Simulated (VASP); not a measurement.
# PtC (P4/mmm) in VASP: relaxation of cell and atoms with PBE

Aim: the relaxation of cell and atoms of PtC with PBE.

All numbers are computed with VASP 6.6.1; they aren't measurements. Logs are shortened: lines on timing, memory, paths and dates and some standing lists are left out, and cuts for length are marked.

## 1. The cell of the first run

Symmetry: P4/mmm, No. 123, tetragonal system. Conventional cell: a = 2.630 Å, b = 2.630 Å, c = 3.447 Å, α = 90.00°, β = 90.00°, γ = 90.00°. Within 3.3 Å of Pt (site symmetry 4/mmm) lie 8 C at 2.54 Å and 4 Pt at 2.63 Å. Within 3.3 Å of C (site symmetry 4/mmm) lie 8 Pt at 2.54 Å and 4 C at 2.63 Å.

## 2. Relaxation of cell and atoms, PBE

The input, INCAR:

```
SYSTEM = PtC
ALGO = Normal ; EDIFF = 1E-6
EDIFFG = -0.01 ; ENCUT = 600
GGA = PE ; IBRION = 2
ISIF = 3 ; ISMEAR = 0
LASPH = .TRUE. ; LCHARG = .FALSE.
LREAL = .FALSE. ; LWAVE = .FALSE.
NELM = 60 ; NSW = 100
PREC = Accurate ; SIGMA = 0.1
```

The input, KPOINTS:

```
k-points
0
G
  20 20 16
  0 0 0
```

The input, POSCAR:

```
PtC
1.0
    2.6298999952      0.0000000000      0.0000000000
    0.0000000000      2.6298999952      0.0000000000
    0.0000000000      0.0000000000      3.4470474936
Pt C
1 1
Direct
    0.5000000000      0.5000000000      0.5000000000
    0.0000000000      0.0000000000      0.0000000000
```

Potentials or basis: VASP PAW PBE potentials, release 64 (Pt, C).

Run with:

```
$ cat potpaw_PBE.64/Pt/POTCAR potpaw_PBE.64/C/POTCAR > POTCAR
$ mpirun -np 1 vasp_std > vasp.out
```

OUTCAR:

```text
SYSTEM = PtC
   EDIFF = 1E-6
   EDIFFG = -0.01
   ENCUT = 600
   GGA = PE
   IBRION = 2
   ISIF = 3
   ISMEAR = 0
   LASPH = .TRUE.
   LREAL = .FALSE.
   NELM = 60
   NSW = 100
   PREC = Accurate

 ion  position               nearest neighbor table
   1  0.500  0.500  0.500-   2 2.54   2 2.54   2 2.54   2 2.54   2 2.54   2 2.54   2 2.54   2 2.54

   2  0.000  0.000  0.000-   1 2.54   1 2.54   1 2.54   1 2.54   1 2.54   1 2.54   1 2.54   1 2.54

  LATTYP: Found a simple tetragonal cell.
 ALAT       =     2.6298999952
 C/A-ratio  =     1.3107142857

  Lattice vectors:

 A1 = (   2.6298999952,   0.0000000000,   0.0000000000)
 A2 = (   0.0000000000,   2.6298999952,   0.0000000000)
 A3 = (   0.0000000000,   0.0000000000,   3.4470474936)

Analysis of symmetry for initial positions (statically):
=====================================================================
 Subroutine PRICEL returns:
 Original cell was already a primitive cell.

 Routine SETGRP: Setting up the symmetry group for a
 simple tetragonal supercell.

 Subroutine GETGRP returns: Found 16 space group operations
 (whereof 16 operations were pure point group operations)
 out of a pool of 16 trial point group operations.

The static configuration has the point symmetry D_4h.

Analysis of symmetry for dynamics (positions and initial velocities):
=====================================================================
 Subroutine PRICEL returns:
 Original cell was already a primitive cell.

 Routine SETGRP: Setting up the symmetry group for a
 simple tetragonal supercell.

 Subroutine GETGRP returns: Found 16 space group operations
 (whereof 16 operations were pure point group operations)
 out of a pool of 16 trial point group operations.

The dynamic configuration has the point symmetry D_4h.

 Subroutine INISYM returns: Found 16 space group operations
 (whereof 16 operations are pure point group operations),
 and found     1 'primitive' translations

----------------------------------------------------------------------------------------

                                     Primitive cell

  volume of cell :      23.8411

  direct lattice vectors                    reciprocal lattice vectors
     2.629899995  0.000000000  0.000000000     0.380242595  0.000000000  0.000000000
     0.000000000  2.629899995  0.000000000     0.000000000  0.380242595  0.000000000
     0.000000000  0.000000000  3.447047494     0.000000000  0.000000000  0.290103343

  length of vectors
     2.629899995  2.629899995  3.447047494     0.380242595  0.380242595  0.290103343

  position of ions in fractional coordinates (direct lattice)
     0.500000000  0.500000000  0.500000000
     0.000000000  0.000000000  0.000000000

  ion indices of the primitive-cell ions
   primitive index   ion index
                 1           1
                 2           2

----------------------------------------------------------------------------------------

 KPOINTS: k-points

Automatic generation of k-mesh.
 Grid dimensions read from file:
 generate k-points for:   20   20   16

 Generating k-lattice:

  Cartesian coordinates                     Fractional coordinates (reciprocal lattice)
     0.019012130  0.000000000  0.000000000     0.050000000  0.000000000  0.000000000
     0.000000000  0.019012130  0.000000000     0.000000000  0.050000000  0.000000000
     0.000000000  0.000000000  0.018131459     0.000000000  0.000000000  0.062500000

  Length of vectors
     0.019012130  0.019012130  0.018131459

  Shift w.r.t. Gamma in fractional coordinates (k-lattice)
     0.000000000  0.000000000  0.000000000

 Subroutine IBZKPT returns following result:
 ===========================================

 Found    594 irreducible k-points:

 Following reciprocal coordinates:
            Coordinates               Weight
  0.000000  0.000000  0.000000      1.000000
  0.050000  0.000000  0.000000      4.000000
  0.100000  0.000000  0.000000      4.000000
  0.150000  0.000000  0.000000      4.000000
  0.200000  0.000000  0.000000      4.000000
  0.250000  0.000000  0.000000      4.000000
[... 16 lines left out ...]
  0.150000  0.100000  0.000000      8.000000
  0.200000  0.100000  0.000000      8.000000
 [... further k-points ...]
   k-points           NKPTS =    594   k-points in BZ     NKDIM =    594   number of bands    NBANDS=     11
   number of dos      NEDOS =    301   number of ions     NIONS =      2
   total plane-waves  NPLWV =  16128
   dimension x,y,z NGX =    24 NGY =   24 NGZ =   28
   dimension x,y,z NGXF=    48 NGYF=   48 NGZF=   56
   ions per type =               1   1
   NGX,Y,Z   is equivalent  to a cutoff of  15.17, 15.17, 13.50 a.u.
   NGXF,Y,Z  is equivalent  to a cutoff of  30.34, 30.34, 27.01 a.u.
 SYSTEM =  PtC
   PREC   = accura    normal or accurate (medium, high low for compatibility)
   ISTART =      0    job   : 0-new  1-cont  2-samecut
   ICHARG =      2    charge: 1-file 2-atom 10-const
   ISPIN  =      1    spin polarized calculation?
   LNONCOLLINEAR =      F non collinear calculations
   LSORBIT =      F    spin-orbit coupling
   LASPH  =      T    aspherical Exc in radial PAW
   ENCUT  =  600.0 eV  44.10 Ry    6.64 a.u.   5.25  5.25  6.88*2*pi/ulx,y,z
   NELM   =     60;   NELMIN=  2; NELMDL= -5     # of ELM steps
   EDIFF  = 0.1E-05   stopping-criterion for ELM
   LREAL  =      F    real-space projection
   EDIFFG = -.1E-01   stopping-criterion for IOM
   NSW    =    100    number of steps for IOM
   IBRION =      2    ionic relax: 0-MD 1-quasi-New 2-CG
   NFREE  =      1    steps in history (QN), initial steepest desc. (CG)
   ISIF   =      3    stress and relaxation
   ISYM   =      2    0-nonsym 1-usesym 2-fastsym
   POTIM  = 0.5000    time-step for ionic-motion
   TEBEG  =    0.0;   TEEND  =   0.0 temperature during run
   PSTRESS=    0.0 pullay stress
   NELECT =      14.0000    total number of electrons
   NUPDOWN=      -1.0000    fix difference up-down
   EMIN   =  10.00;   EMAX   =-10.00  energy-range for DOS
   EFERMI =   0.00;   METHOD = LEGACY
   ISMEAR =     0;   SIGMA  =   0.10  broadening in eV -4-tet -1-fermi 0-gaus
   EFERMI_NEDOS =   21; number of points for ismear=-14 and -15
   IALGO  =     38    algorithm
   IMIX   =      4    mixing-type and parameters
     AMIX     =   0.40;   BMIX     =  1.00
     AMIX_MAG =   1.60;   BMIX_MAG =  1.00
  volume/ion in A,a.u.               =      11.92        80.44
  Fermi-wavevector in a.u.,A,eV,Ry     =   1.370910  2.590644 25.570709  1.879394
  Thomas-Fermi vector in A             =   2.496654
   LORBIT       =      0    0 simple, 1 ext, 2 COOP (PROOUT), +10 PAW based schemes
   GGA     = PE    functional components
   LHFCALC =     F    Hartree Fock is set to
   AEXX    =    0.0000 exact exchange contribution
   IVDW    =     0    specifies the selected vdW correction
   LEPSILON=     F    determine dielectric tensor
   LRPA    =     F    only Hartree local field effects (RPA)
 conjugate gradient relaxation of ions
 non-spin polarized calculation
 Gauss-broadening in eV      SIGMA  =   0.10
  energy-cutoff  :      600.00
  volume of cell :       23.84
 maximum number of plane-waves:       821
 NGX is ok and might be reduce to    24
   NGX = 11   NGY = 11   NGZ = 13

--------------------------------------- Ionic step        1  -------------------------------------------

 number of electron      14.0000000 magnetization

 Free energy of the ion-electron system (eV)
  ---------------------------------------------------
  ext. energy  EPLUGINS =         0.00000000
  ---------------------------------------------------
  free energy    TOTEN  =       -10.83451876 eV

  energy without entropy =      -10.82918836  energy(sigma->0) =      -10.83185356

------------------------ aborting loop because EDIFF is reached ----------------------------------------

  FORCE on cell =-STRESS in cart. coord.  units (eV):
  Direction    XX          YY          ZZ          XY          YZ          ZX
  --------------------------------------------------------------------------------------
  -------------------------------------------------------------------------------------
  Total        1.5031234      1.5031234     -4.4639871      0.0000000     -0.0000000     -0.0000000
  in kB      101.0135144    101.0135144   -299.9906882      0.0000000     -0.0000000     -0.0000000
  external PRESSURE =     -32.6545531 kB  Pullay stress =       0.0000000 kB
[... 21 lines left out ...]
  energy  without entropy=      -10.8291883617  energy(sigma->0) =      -10.83185356

--------------------------------------- Ionic step        2  -------------------------------------------

 number of electron      14.0000001 magnetization

 E-fermi :   9.9847     XC(G=0): -13.0998

 val. band max:        9.9832828450   @ k =   0.1000   0.0500   0.0000
 cond. band min:       9.9892176780   @ k =   0.5000   0.4500   0.4375
 fundamental gap:      0.0059348330
 Fermi energy:         9.9847100622

 k-point     1 :       0.0000    0.0000    0.0000
  band No.  band energies     occupation
      1      -4.3769      2.00000
      2       3.7522      2.00000
      3       4.1234      2.00000
      4       8.1111      2.00000
      5       8.1111      2.00000
      6       8.6199      2.00000
      7       8.6819      2.00000
      8      10.6494      0.00000
      9      10.6494      0.00000
     10      13.5080      0.00000
     11      25.3441      0.00000
[... 387 lines left out ...]
  FREE ENERGIE OF THE ION-ELECTRON SYSTEM (eV)
  ---------------------------------------------------
  free  energy   TOTEN  =       -11.3406851426 eV

  energy  without entropy=      -11.3321469851  energy(sigma->0) =      -11.33641606

[... ionic steps 4 to 8 ...]

--------------------------------------- Ionic step        9  -------------------------------------------

 number of electron      13.9999999 magnetization

------------------------ aborting loop because EDIFF is reached ----------------------------------------

  FORCE on cell =-STRESS in cart. coord.  units (eV):
  Direction    XX          YY          ZZ          XY          YZ          ZX
  --------------------------------------------------------------------------------------
  -------------------------------------------------------------------------------------
  Total        0.0277651      0.0277651     -0.1040654      0.0000000      0.0000000     -0.0000000
  in kB        2.0093389      2.0093389     -7.5311411      0.0000000      0.0000000     -0.0000000
  external PRESSURE =      -1.1708211 kB  Pullay stress =       0.0000000 kB
[... 57 lines left out ...]
  energy  without entropy=      -11.3479947597  energy(sigma->0) =      -11.35162203

--------------------------------------- Ionic step       11  -------------------------------------------

 number of electron      13.9999999 magnetization

 Free energy of the ion-electron system (eV)
  ---------------------------------------------------
  ext. energy  EPLUGINS =         0.00000000
  ---------------------------------------------------
  free energy    TOTEN  =       -11.35536752 eV

  energy without entropy =      -11.34813035  energy(sigma->0) =      -11.35174893

 E-fermi :  10.4680     XC(G=0): -13.2818

 val. band max:       10.4660239455   @ k =   0.5000   0.1500   0.1250
 cond. band min:      10.4721282144   @ k =   0.2500   0.1500   0.1875
 fundamental gap:      0.0061042689
 Fermi energy:        10.4679761185

 k-point     1 :       0.0000    0.0000    0.0000
  band No.  band energies     occupation
      1      -4.1998      2.00000
      2       4.4061      2.00000
      3       4.4177      2.00000
      4       8.7418      2.00000
      5       8.7418      2.00000
      6       8.7540      2.00000
      7      10.3632      1.86170
      8      10.4026      1.64467
      9      10.4026      1.64467
     10      14.4944      0.00000
     11      26.1871      0.00000
[... 351 lines left out ...]
  FREE ENERGIE OF THE ION-ELECTRON SYSTEM (eV)
  ---------------------------------------------------
  free  energy   TOTEN  =       -11.3553675201 eV

  energy  without entropy=      -11.3481303477  energy(sigma->0) =      -11.35174893

 reached required accuracy - stopping structural energy minimisation
```

Wall time 21 min (1 thread of Intel Xeon 8259CL, shared host); peak memory 0.37 GiB.

Results:

```
Free energy                           : -11.3554 eV
Relaxed volume                        : 11.06 Å³/atom
Relaxed cell                          : a = 2.805 Å, b = 2.805 Å, c = 2.811 Å, α = 90.00°, β = 90.00°, γ = 90.00°
Space group after relaxing (to 0.1 Å) : Pm-3m (No. 221)
Energy gained by relaxing             : 260.4 meV/atom
Ionic steps                           : 11
Pressure after relaxing               : 0.0 GPa
Band gap on the k mesh                : zero (bands 7 and 8 overlap by 4.16 eV)
```

Stress tensor (GPa, compression positive):
```
 0.07  0.00  0.00
 0.00  0.07  0.00
 0.00  0.00 -0.01
```

Step by step:
| step | energy change (eV) | largest force (eV/Å) | pressure (GPa) | volume (Å³) |
| --- | --- | --- | --- | --- |
| 1 | 0.0000 | 0.0000 | -3.27 | 23.84 |
| 2 | -0.4286 | 0.0000 | -4.21 | 22.84 |
| 3 | -0.5062 | 0.0000 | -1.23 | 22.30 |
| 4 | -0.3852 | 0.0000 | 16.21 | 21.01 |
| 5 | -0.5171 | 0.0000 | 0.36 | 22.10 |
| 6 | -0.5195 | 0.0000 | 2.11 | 21.93 |
| 7 | -0.5196 | 0.0000 | 1.62 | 21.97 |
| 8 | -0.5186 | 0.0000 | -2.57 | 22.39 |
| 9 | -0.5205 | 0.0000 | -0.12 | 22.14 |
| 10 | -0.5207 | 0.0000 | -0.05 | 22.13 |
| 11 | -0.5208 | 0.0000 | 0.04 | 22.12 |

Final structure:
```
CELL_PARAMETERS angstrom
2.80521 0.00000 0.00000
0.00000 2.80521 0.00000
0.00000 0.00000 2.81132
ATOMIC_POSITIONS crystal
Pt 0.50000 0.50000 0.50000
C 0.00000 0.00000 0.00000
```

Caveat: a cell axis changed by over 15 % at a fixed basis, so the end point is rough; spin-orbit coupling is left out, which moves the levels of the heavy elements.
